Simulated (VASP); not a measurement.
# NdHf (P3m1) in VASP: relaxation of cell and atoms with PBE

Aim: the relaxation of cell and atoms of NdHf with PBE.

All numbers are computed with VASP 6.6.1; they aren't measurements. Logs are shortened: lines on timing, memory, paths and dates and some standing lists are left out, and cuts for length are marked.

## 1. The cell of the first run

Symmetry: P3m1, No. 156, trigonal system. The conventional cell has a = 3.289 Å, b = 3.289 Å, c = 6.303 Å, α = 90.00°, β = 90.00°, γ = 120.00°. Within 3.3 Å of Nd (site symmetry 3m) lie 3 Hf at 2.48 Å and 6 Nd at 3.29 Å. Within 3.3 Å of Hf (site symmetry 3m) lie 3 Nd at 2.48 Å and 6 Hf at 3.29 Å.

The cell was generated, and may not be a known phase.

## 2. Relaxation of cell and atoms, PBE

File INCAR:

```
SYSTEM = NdHf
  PREC = Accurate
  ENCUT = 500
  EDIFF = 1E-7
  ISMEAR = 0
  SIGMA = 0.2
  LREAL = .False.
  LASPH = .True.
  NELM = 200
  ALGO = Normal
  ISIF = 3
  LWAVE = .False.
  LCHARG = .False.
  GGA = PE
  IBRION = 2
  NSW = 36
  EDIFFG = -0.08
  GGA_COMPAT = .False.
  NELMIN = 4
  LMAXMIX = 6
```

File KPOINTS:

```
regular mesh
0
Gamma
  7 7 3
  0 0 0
```

File POSCAR:

```
NdHf
1.0
    3.2891160500      0.0000000000      0.0000000000
   -1.6445580300      2.8484580600      0.0000000000
    0.0000000000      0.0000000000      6.3031491100
Nd Hf
1 1
Direct
    0.0000000000      0.0000000000      0.5482247000
    0.6666666700      0.3333333300      0.2950762100
```

Potentials or basis: VASP PAW PBE potentials, release 64 (Nd_3, Hf_pv), 4f in core.

Run with:

```
cat potpaw_PBE.64/Nd_3/POTCAR potpaw_PBE.64/Hf_pv/POTCAR > POTCAR
mpirun -np 1 vasp_std > vasp.out
```

OUTCAR:

```text
SYSTEM = NdHf
   PREC = Accurate
   ENCUT = 500
   EDIFF = 1E-7
   ISMEAR = 0
   LREAL = .False.
   LASPH = .True.
   NELM = 200
   ISIF = 3
   GGA = PE
   IBRION = 2
   NSW = 36
   EDIFFG = -0.08
   NELMIN = 4

 ion  position               nearest neighbor table
   1  0.000  0.000  0.548-   2 2.48   2 2.48   2 2.48
   2  0.667  0.333  0.295-   1 2.48   1 2.48   1 2.48

  LATTYP: Found a hexagonal cell.
 ALAT       =     3.2891160500
 C/A-ratio  =     1.9163656782

  Lattice vectors:

 A1 = (   3.2891160500,   0.0000000000,   0.0000000000)
 A2 = (  -1.6445580300,   2.8484580600,   0.0000000000)
 A3 = (   0.0000000000,   0.0000000000,   6.3031491100)

Analysis of symmetry for initial positions (statically):
=====================================================================
 Subroutine PRICEL returns:
 Original cell was already a primitive cell.

 Routine SETGRP: Setting up the symmetry group for a
 hexagonal supercell.

 Subroutine GETGRP returns: Found  6 space group operations
 (whereof  6 operations were pure point group operations)
 out of a pool of 24 trial point group operations.

The static configuration has the point symmetry C_3v.

Analysis of symmetry for dynamics (positions and initial velocities):
=====================================================================
 Subroutine PRICEL returns:
 Original cell was already a primitive cell.

 Routine SETGRP: Setting up the symmetry group for a
 hexagonal supercell.

 Subroutine GETGRP returns: Found  6 space group operations
 (whereof  6 operations were pure point group operations)
 out of a pool of 24 trial point group operations.

The dynamic configuration has the point symmetry C_3v.

 Subroutine INISYM returns: Found  6 space group operations
 (whereof  6 operations are pure point group operations),
 and found     1 'primitive' translations

----------------------------------------------------------------------------------------

                                     Primitive cell

  volume of cell :      59.0536

  direct lattice vectors                    reciprocal lattice vectors
     3.289116050  0.000000000  0.000000000     0.304033055  0.175533566  0.000000000
    -1.644558030  2.848458060  0.000000000     0.000000000  0.351067131  0.000000000
     0.000000000  0.000000000  6.303149110     0.000000000  0.000000000  0.158650856

  length of vectors
     3.289116050  3.289116057  6.303149110     0.351067132  0.351067131  0.158650856
[... 76 lines left out ...]
   EDIFF  = 0.1E-06   stopping-criterion for ELM
   LREAL  =      F    real-space projection
   EDIFFG = -.8E-01   stopping-criterion for IOM
   NSW    =     36    number of steps for IOM
   IBRION =      2    ionic relax: 0-MD 1-quasi-New 2-CG
   NFREE  =      1    steps in history (QN), initial steepest desc. (CG)
   ISIF   =      3    stress and relaxation
   ISYM   =      2    0-nonsym 1-usesym 2-fastsym
   POTIM  = 0.5000    time-step for ionic-motion
   TEBEG  =    0.0;   TEEND  =   0.0 temperature during run
   PSTRESS=    0.0 pullay stress
   NELECT =      21.0000    total number of electrons
   NUPDOWN=      -1.0000    fix difference up-down
   EMIN   =  10.00;   EMAX   =-10.00  energy-range for DOS
   EFERMI =   0.00;   METHOD = LEGACY
   ISMEAR =     0;   SIGMA  =   0.20  broadening in eV -4-tet -1-fermi 0-gaus
   EFERMI_NEDOS =   21; number of points for ismear=-14 and -15
   IALGO  =     38    algorithm
   IMIX   =      4    mixing-type and parameters
     AMIX     =   0.40;   BMIX     =  1.00
     AMIX_MAG =   1.60;   BMIX_MAG =  1.00
  volume/ion in A,a.u.               =      29.53       199.26
  Fermi-wavevector in a.u.,A,eV,Ry     =   1.159843  2.191785 18.303032  1.345235
  Thomas-Fermi vector in A             =   2.296431
   LORBIT       =      0    0 simple, 1 ext, 2 COOP (PROOUT), +10 PAW based schemes
   GGA     = PE    functional components
   LHFCALC =     F    Hartree Fock is set to
   AEXX    =    0.0000 exact exchange contribution
   IVDW    =     0    specifies the selected vdW correction
   LEPSILON=     F    determine dielectric tensor
   LRPA    =     F    only Hartree local field effects (RPA)
 conjugate gradient relaxation of ions
 non-spin polarized calculation
 Gauss-broadening in eV      SIGMA  =   0.20
  energy-cutoff  :      500.00
  volume of cell :       59.05
 maximum number of plane-waves:      1524
   NGX = 11   NGY = 11   NGZ = 23

--------------------------------------- Ionic step        1  -------------------------------------------

 number of electron      20.9999999 magnetization

 Free energy of the ion-electron system (eV)
  ---------------------------------------------------
  ext. energy  EPLUGINS =         0.00000000
  ---------------------------------------------------
  free energy    TOTEN  =        -9.26644094 eV

  energy without entropy =       -9.18948942  energy(sigma->0) =       -9.22796518

------------------------ aborting loop because EDIFF is reached ----------------------------------------

  FORCE on cell =-STRESS in cart. coord.  units (eV):
  Direction    XX          YY          ZZ          XY          YZ          ZX
  --------------------------------------------------------------------------------------
  -------------------------------------------------------------------------------------
  Total        9.1433794      9.1433795     10.1733420     -0.0000000     -0.0000000     -0.0000000
  in kB      248.0679839    248.0679848    276.0117798     -0.0000004     -0.0000000     -0.0000000
  external PRESSURE =     257.3825828 kB  Pullay stress =       0.0000000 kB
[... 774 lines left out ...]
      1     -34.1163      2.00000
      2     -27.9587      2.00000
      3     -27.9444      2.00000
      4     -27.9174      2.00000
      5     -15.5847      2.00000
      6     -15.4043      2.00000
      7     -15.2943      2.00000
      8       1.5209      2.00000
      9       2.3318      2.00000
     10       2.6674      2.00000
     11       3.0849      1.91911
     12       3.7856      0.00133
     13       4.1469      0.00000
     14       5.5282      0.00000

[... ionic steps 4 to 30 ...]

--------------------------------------- Ionic step       31  -------------------------------------------

 number of electron      20.9999997 magnetization

------------------------ aborting loop because EDIFF is reached ----------------------------------------
[... 67 lines left out ...]
--------------------------------------- Ionic step       33  -------------------------------------------

 number of electron      21.0000002 magnetization

 Free energy of the ion-electron system (eV)
  ---------------------------------------------------
  ext. energy  EPLUGINS =         0.00000000
  ---------------------------------------------------
  free energy    TOTEN  =       -14.09378699 eV

  energy without entropy =      -14.02756862  energy(sigma->0) =      -14.06067781

 E-fermi :   4.0699     XC(G=0): -10.5140

 val. band max:        4.0658611736   @ k =   0.2857   0.1429   0.3333
 cond. band min:       4.0958322332   @ k =   0.4286   0.0000   0.0000
 fundamental gap:      0.0299710595
 Fermi energy:         4.0699345963
[... 367 lines left out ...]
  FREE ENERGIE OF THE ION-ELECTRON SYSTEM (eV)
  ---------------------------------------------------
  free  energy   TOTEN  =       -14.0937869936 eV

  energy  without entropy=      -14.0275686186  energy(sigma->0) =      -14.06067781

 reached required accuracy - stopping structural energy minimisation
```

OSZICAR:

```text
N       E                     dE             d eps       ncg     rms          rms(c)
DAV:   1     0.132695018136E+03    0.13270E+03   -0.11276E+04   560   0.133E+03
DAV:   2    -0.537212327436E+01   -0.13807E+03   -0.13612E+03   692   0.325E+02
DAV:   3    -0.125531002868E+02   -0.71810E+01   -0.70617E+01  1090   0.555E+01
DAV:   4    -0.126629943913E+02   -0.10989E+00   -0.10929E+00   650   0.697E+00
[... 413 lines left out ...]
DAV:   7    -0.140938031270E+02   -0.62366E-04   -0.71463E-04   842   0.164E-01    0.748E-02
DAV:   8    -0.140937860893E+02    0.17038E-04   -0.37781E-05   742   0.489E-02    0.169E-02
DAV:   9    -0.140937863876E+02   -0.29830E-06   -0.63228E-06   920   0.128E-02    0.582E-03
DAV:  10    -0.140937870508E+02   -0.66326E-06   -0.90920E-07   698   0.887E-03    0.188E-03
DAV:  11    -0.140937869936E+02    0.57235E-07   -0.31951E-08   436   0.134E-03
  33 F= -.14093787E+02 E0= -.14060678E+02  d E =-.300696E+00
```

Run time: 3.1 min. Hardware: 1 thread of Intel Xeon 6975P-C (Granite Rapids), shared host; peak memory 0.2 GiB.

What came out:

- Free energy: -14.0938 eV
- Relaxed volume: 27.73 Å³/atom
- Relaxed cell: a = 3.393 Å, b = 3.393 Å, c = 5.562 Å, α = 90.00°, β = 90.00°, γ = 120.00°
- Space group after relaxing (to 0.1 Å): P-6m2 (No. 187)
- Pressure after relaxing: 0.1 GPa
- Largest force after relaxing: 0.010 eV/Å
- Band gap on the k mesh: zero (an odd number of electrons rules out a gap without spin polarisation)

Forces in eV/Å, atoms in the order of the input:
```
Nd   0.000  0.000 -0.010
Hf   0.000  0.000  0.010
```

Stress tensor (GPa, compression positive):
```
0.19 0.00 0.00
0.00 0.19 0.00
0.00 0.00 0.04
```

Final structure:
```xyz
2
Lattice="3.3935 0.0000 0.0000 -1.6967 2.9388 0.0000 0.0000 0.0000 5.5621" Properties=species:S:1:pos:R:3 pbc="T T T"
Nd    0.0000    0.0000    3.7385
Hf    1.6967    0.9796    0.9520
```

Caveat: spin-orbit coupling is left out, which moves the levels of the heavy elements; the 4f electrons are frozen in the core, so they carry no moment and show no levels. Spin polarisation is off, so any magnetic state and its effect on volume and gap are missing.

The gap in the log of VASP goes by the Fermi energy; the results here count the filled bands.